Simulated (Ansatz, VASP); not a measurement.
**Two plane-wave programs on Ti**

```xyz
6
Lattice="2.9397 0.0000 0.0000 0.0000 4.6541 0.0000 0.0000 0.0000 12.7622" Properties=species:S:1:pos:R:3 pbc="T T T"
Ti    2.2048    3.4906    3.5000
Ti    0.7349    1.1635    4.3480
Ti    0.7349    3.4906    5.9162
Ti    2.2048    1.1635    6.8460
Ti    2.2048    3.4906    8.4142
Ti    0.7349    1.1635    9.2622
```

Alike in both runs: task single point; functional PBE; k mesh 12 × 8 × 1; occupations fermi-dirac, width 0.1 eV; no spin polarisation.

|  | VASP | Ansatz |
| --- | --- | --- |
| version | VASP 6.6.1 | Ansatz 0.2.0 |
| potentials or method | VASP PAW PBE potentials, release 64 (Ti_sv) | PAW with Ansatz's default frozen-core files, scalar-relativistic |
| plane-wave cutoff (eV) | 520 | 420 |
| valence electrons in the cell | 72 | 72 |

|  | VASP | Ansatz | Ansatz less VASP |
| --- | --- | --- | --- |
| rms of the force components (eV/Å) | 0.009 | 0.005 | -0.0034 |

Atom by atom the forces differ by 0.007 eV/Å (rms over components). Ansatz's warnings: vacuum density over bound.
